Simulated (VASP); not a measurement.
# CsGe3 (Pm-3m) in VASP: single point with PBE

Aim: the single point of CsGe3 with PBE.

All numbers are computed with VASP 6.6.1; they aren't measurements. Logs are shortened: lines on timing, memory, paths and dates and some standing lists are left out, and cuts for length are marked.

## 1. The cell of the first run

It takes space group Pm-3m (No. 221, cubic). The conventional cell has a = 4.937 Å, b = 4.937 Å, c = 4.937 Å, α = 90.00°, β = 90.00°, γ = 90.00°. Cs (site symmetry m-3m) has 12 Ge at 3.49 Å within 4.6 Å. Ge (site symmetry 4/mmm) has 4 Cs at 3.49 Å and 8 Ge at 3.49 Å within 4.6 Å.

## 2. Single point, PBE

Contents of INCAR:

```
SYSTEM = CsGe3
  PREC = Accurate
  ENCUT = 520
  EDIFF = 1E-7
  ISMEAR = 0
  SIGMA = 0.1
  LREAL = .False.
  LASPH = .True.
  NELM = 60
  ALGO = Normal
  ISIF = 2
  LWAVE = .False.
  LCHARG = .True.
  GGA = PE
  LELF = .True.
  LVHAR = .True.
  NBANDS = 34
```

Contents of KPOINTS:

```
regular mesh
0
Gamma
  4 4 4
  0 0 0
```

Contents of POSCAR:

```
CsGe3
1.0
    4.9367824400      0.0000000000      0.0000000000
    0.0000000000      4.9367824400      0.0000000000
    0.0000000000      0.0000000000      4.9367824400
Cs Ge
1 3
Direct
    0.0000000000      0.0000000000      0.0000000000
    0.5000000000      0.5000000000      0.0000000000
    0.5000000000      0.0000000000      0.5000000000
    0.0000000000      0.5000000000      0.5000000000
```

Potentials or basis: VASP PAW PBE potentials, release 64 (Cs_sv, Ge_d).

On the command line:

```console
> cat potpaw_PBE.64/Cs_sv/POTCAR potpaw_PBE.64/Ge_d/POTCAR > POTCAR
> mpirun -np 1 vasp_std > vasp.out
```

OUTCAR:

```text
SYSTEM = CsGe3
   PREC = Accurate
   ENCUT = 520
   EDIFF = 1E-7
   ISMEAR = 0
   LREAL = .False.
   LASPH = .True.
   NELM = 60
   ISIF = 2
   GGA = PE

 ion  position               nearest neighbor table
   1  0.000  0.000  0.000-
   2  0.500  0.500  0.000-
   3  0.500  0.000  0.500-
   4  0.000  0.500  0.500-

  LATTYP: Found a simple cubic cell.
 ALAT       =     4.9367824400

  Lattice vectors:

 A1 = (   4.9367824400,   0.0000000000,   0.0000000000)
 A2 = (   0.0000000000,   4.9367824400,   0.0000000000)
 A3 = (   0.0000000000,   0.0000000000,   4.9367824400)

Analysis of symmetry for initial positions (statically):
=====================================================================
 Subroutine PRICEL returns:
 Original cell was already a primitive cell.

 Routine SETGRP: Setting up the symmetry group for a
 simple cubic supercell.

 Subroutine GETGRP returns: Found 48 space group operations
 (whereof 48 operations were pure point group operations)
 out of a pool of 48 trial point group operations.

The static configuration has the point symmetry O_h .

Analysis of symmetry for dynamics (positions and initial velocities):
=====================================================================
 Subroutine PRICEL returns:
 Original cell was already a primitive cell.

 Routine SETGRP: Setting up the symmetry group for a
 simple cubic supercell.

 Subroutine GETGRP returns: Found 48 space group operations
 (whereof 48 operations were pure point group operations)
 out of a pool of 48 trial point group operations.

The dynamic configuration has the point symmetry O_h .

 Subroutine INISYM returns: Found 48 space group operations
 (whereof 48 operations are pure point group operations),
 and found     1 'primitive' translations

----------------------------------------------------------------------------------------

                                     Primitive cell

  volume of cell :     120.3184

  direct lattice vectors                    reciprocal lattice vectors
     4.936782440  0.000000000  0.000000000     0.202561083  0.000000000  0.000000000
     0.000000000  4.936782440  0.000000000     0.000000000  0.202561083  0.000000000
     0.000000000  0.000000000  4.936782440     0.000000000  0.000000000  0.202561083

  length of vectors
     4.936782440  4.936782440  4.936782440     0.202561083  0.202561083  0.202561083

  position of ions in fractional coordinates (direct lattice)
     0.000000000  0.000000000  0.000000000
     0.500000000  0.500000000  0.000000000
     0.500000000  0.000000000  0.500000000
     0.000000000  0.500000000  0.500000000

  ion indices of the primitive-cell ions
   primitive index   ion index
                 1           1
                 2           2
                 3           3
                 4           4

----------------------------------------------------------------------------------------

 KPOINTS: regular mesh

Automatic generation of k-mesh.
 Grid dimensions read from file:
 generate k-points for:    4    4    4

 Generating k-lattice:

  Cartesian coordinates                     Fractional coordinates (reciprocal lattice)
     0.050640271  0.000000000  0.000000000     0.250000000  0.000000000  0.000000000
     0.000000000  0.050640271  0.000000000     0.000000000  0.250000000  0.000000000
     0.000000000  0.000000000  0.050640271     0.000000000  0.000000000  0.250000000

  Length of vectors
     0.050640271  0.050640271  0.050640271

  Shift w.r.t. Gamma in fractional coordinates (k-lattice)
     0.000000000  0.000000000  0.000000000

 Subroutine IBZKPT returns following result:
 ===========================================

 Found     10 irreducible k-points:

 Following reciprocal coordinates:
            Coordinates               Weight
  0.000000  0.000000  0.000000      1.000000
  0.250000  0.000000  0.000000      6.000000
  0.500000  0.000000  0.000000      3.000000
  0.250000  0.250000  0.000000     12.000000
  0.500000  0.250000  0.000000     12.000000
  0.500000  0.500000  0.000000      3.000000
  0.250000  0.250000  0.250000      8.000000
  0.500000  0.250000  0.250000     12.000000
  0.500000  0.500000  0.250000      6.000000
  0.500000  0.500000  0.500000      1.000000
   k-points           NKPTS =     10   k-points in BZ     NKDIM =     10   number of bands    NBANDS=     34
   number of dos      NEDOS =    301   number of ions     NIONS =      4
   total plane-waves  NPLWV =  64000
   dimension x,y,z NGX =    40 NGY =   40 NGZ =   40
   dimension x,y,z NGXF=    80 NGYF=   80 NGZF=   80
   ions per type =               1   3
   NGX,Y,Z   is equivalent  to a cutoff of  13.47, 13.47, 13.47 a.u.
   NGXF,Y,Z  is equivalent  to a cutoff of  26.94, 26.94, 26.94 a.u.
 SYSTEM =  CsGe3
   PREC   = accura    normal or accurate (medium, high low for compatibility)
   ISTART =      0    job   : 0-new  1-cont  2-samecut
   ICHARG =      2    charge: 1-file 2-atom 10-const
   ISPIN  =      1    spin polarized calculation?
   LNONCOLLINEAR =      F non collinear calculations
   LSORBIT =      F    spin-orbit coupling
   LASPH  =      T    aspherical Exc in radial PAW
   ENCUT  =  520.0 eV  38.22 Ry    6.18 a.u.   9.18  9.18  9.18*2*pi/ulx,y,z
   NELM   =     60;   NELMIN=  2; NELMDL= -5     # of ELM steps
   EDIFF  = 0.1E-06   stopping-criterion for ELM
   LREAL  =      F    real-space projection
   EDIFFG = 0.1E-05   stopping-criterion for IOM
   NSW    =      0    number of steps for IOM
   IBRION =     -1    ionic relax: 0-MD 1-quasi-New 2-CG
   NFREE  =      0    steps in history (QN), initial steepest desc. (CG)
   ISIF   =      2    stress and relaxation
   ISYM   =      2    0-nonsym 1-usesym 2-fastsym
   POTIM  = 0.5000    time-step for ionic-motion
   TEBEG  =    0.0;   TEEND  =   0.0 temperature during run
   PSTRESS=    0.0 pullay stress
   NELECT =      51.0000    total number of electrons
   NUPDOWN=      -1.0000    fix difference up-down
   EMIN   =  10.00;   EMAX   =-10.00  energy-range for DOS
   EFERMI =   0.00;   METHOD = LEGACY
   ISMEAR =     0;   SIGMA  =   0.10  broadening in eV -4-tet -1-fermi 0-gaus
   EFERMI_NEDOS =   21; number of points for ismear=-14 and -15
   IALGO  =     38    algorithm
   IMIX   =      4    mixing-type and parameters
     AMIX     =   0.40;   BMIX     =  1.00
     AMIX_MAG =   1.60;   BMIX_MAG =  1.00
  volume/ion in A,a.u.               =      30.08       202.99
  Fermi-wavevector in a.u.,A,eV,Ry     =   1.229762  2.323912 20.576273  1.512313
  Thomas-Fermi vector in A             =   2.364636
   LORBIT       =      0    0 simple, 1 ext, 2 COOP (PROOUT), +10 PAW based schemes
   GGA     = PE    functional components
   LHFCALC =     F    Hartree Fock is set to
   AEXX    =    0.0000 exact exchange contribution
   IVDW    =     0    specifies the selected vdW correction
   LEPSILON=     F    determine dielectric tensor
   LRPA    =     F    only Hartree local field effects (RPA)
 non-spin polarized calculation
 Gauss-broadening in eV      SIGMA  =   0.10
  energy-cutoff  :      520.00
  volume of cell :      120.32
 maximum number of plane-waves:      3250
 NGX is ok and might be reduce to    40
   NGX = 19   NGY = 19   NGZ = 19

 number of electron      51.0000000 magnetization

 Free energy of the ion-electron system (eV)
  ---------------------------------------------------
  ext. energy  EPLUGINS =         0.00000000
  ---------------------------------------------------
  free energy    TOTEN  =       -11.58515563 eV

  energy without entropy =      -11.57735319  energy(sigma->0) =      -11.58125441

 E-fermi :   3.2611     XC(G=0):  -9.4117

 val. band max:        3.0892479035   @ k =   0.2500   0.2500   0.2500
 cond. band min:       3.3326758850   @ k =   0.5000   0.2500   0.0000
 fundamental gap:      0.2434279815
 Fermi energy:         3.2611358919

 k-point     1 :       0.0000    0.0000    0.0000
  band No.  band energies     occupation
      1     -21.5852      2.00000
      2     -21.5848      2.00000
      3     -21.5848      2.00000
      4     -21.5848      2.00000
      5     -21.5698      2.00000
      6     -21.5698      2.00000
[... 26 lines left out ...]
     33       7.2410      0.00000
     34       7.3022      0.00000

 k-point     2 :       0.2500    0.0000    0.0000
  band No.  band energies     occupation
      1     -21.5843      2.00000
      2     -21.5827      2.00000
      3     -21.5806      2.00000
      4     -21.5806      2.00000
      5     -21.5701      2.00000
      6     -21.5692      2.00000
[... 26 lines left out ...]
     33       7.9224      0.00000
     34       8.5663      0.00000

 k-point     3 :       0.5000    0.0000    0.0000
  band No.  band energies     occupation
      1     -21.5838      2.00000
      2     -21.5787      2.00000
      3     -21.5732      2.00000
      4     -21.5723      2.00000
      5     -21.5723      2.00000
      6     -21.5697      2.00000
[... 26 lines left out ...]
     33       9.0346      0.00000
     34      10.0491      0.00000

 k-point     4 :       0.2500    0.2500    0.0000
  band No.  band energies     occupation
      1     -21.5813      2.00000
      2     -21.5810      2.00000
      3     -21.5793      2.00000
      4     -21.5778      2.00000
      5     -21.5710      2.00000
      6     -21.5710      2.00000
[... 26 lines left out ...]
     33       9.0394      0.00000
     34       9.2073      0.00000

 k-point     5 :       0.5000    0.2500    0.0000
  band No.  band energies     occupation
      1     -21.5798      2.00000
      2     -21.5777      2.00000
      3     -21.5755      2.00000
      4     -21.5729      2.00000
      5     -21.5727      2.00000
      6     -21.5712      2.00000
[... 103 lines left out ...]
 k-point     8 :       0.5000    0.2500    0.2500
  band No.  band energies     occupation
      1     -21.5794      2.00000
      2     -21.5766      2.00000
      3     -21.5758      2.00000
      4     -21.5748      2.00000
      5     -21.5738      2.00000
      6     -21.5733      2.00000
[... 26 lines left out ...]
     33       9.7254      0.00000
     34      10.0564      0.00000

 k-point     9 :       0.5000    0.5000    0.2500
  band No.  band energies     occupation
      1     -21.5773      2.00000
      2     -21.5773      2.00000
      3     -21.5771      2.00000
      4     -21.5766      2.00000
      5     -21.5736      2.00000
      6     -21.5736      2.00000
[... 26 lines left out ...]
     33       9.7198      0.00000
     34      10.2145      0.00000

 k-point    10 :       0.5000    0.5000    0.5000
  band No.  band energies     occupation
      1     -21.5793      2.00000
      2     -21.5781      2.00000
      3     -21.5781      2.00000
      4     -21.5781      2.00000
      5     -21.5749      2.00000
      6     -21.5749      2.00000
[... 26 lines left out ...]
     33       9.5181      0.00000
     34       9.5181      0.00000

------------------------ aborting loop because EDIFF is reached ----------------------------------------

  FORCE on cell =-STRESS in cart. coord.  units (eV):
  Direction    XX          YY          ZZ          XY          YZ          ZX
  --------------------------------------------------------------------------------------
  -------------------------------------------------------------------------------------
  Total       -1.7944895     -1.7944895     -1.7944895      0.0000000      0.0000000     -0.0000000
  in kB      -23.8956874    -23.8956874    -23.8956874      0.0000000      0.0000000     -0.0000000
  external PRESSURE =     -23.8956874 kB  Pullay stress =       0.0000000 kB

 VOLUME and BASIS-vectors are now :
 -----------------------------------------------------------------------------
  energy-cutoff  :      520.00
  volume of cell :      120.32
      direct lattice vectors                 reciprocal lattice vectors
     4.936782440  0.000000000  0.000000000     0.202561083  0.000000000  0.000000000
     0.000000000  4.936782440  0.000000000     0.000000000  0.202561083  0.000000000
     0.000000000  0.000000000  4.936782440     0.000000000  0.000000000  0.202561083

 POSITION                                       TOTAL-FORCE (eV/Angst)
 -----------------------------------------------------------------------------------
      0.00000      0.00000      0.00000         0.000000      0.000000      0.000000
      2.46839      2.46839      0.00000         0.000000      0.000000      0.000000
      2.46839      0.00000      2.46839         0.000000      0.000000      0.000000
      0.00000      2.46839      2.46839         0.000000      0.000000      0.000000
 -----------------------------------------------------------------------------------
    total drift:                               -0.000000     -0.000000     -0.000000

  FREE ENERGIE OF THE ION-ELECTRON SYSTEM (eV)
  ---------------------------------------------------
  free  energy   TOTEN  =       -11.5851556302 eV

  energy  without entropy=      -11.5773531910  energy(sigma->0) =      -11.58125441
```

Run time: 56 s. Hardware: 1 thread of Intel Xeon 8259CL, shared host; peak memory 0.25 GiB.

Results:

```yaml
Free_energy: -11.5852 eV
Pressure: -2.4 GPa
Band_gap_on_the_k_mesh: zero (an odd number of electrons rules out a gap without spin polarisation)
```

Caveat: spin-orbit coupling is left out, which moves the levels of the heavy elements.
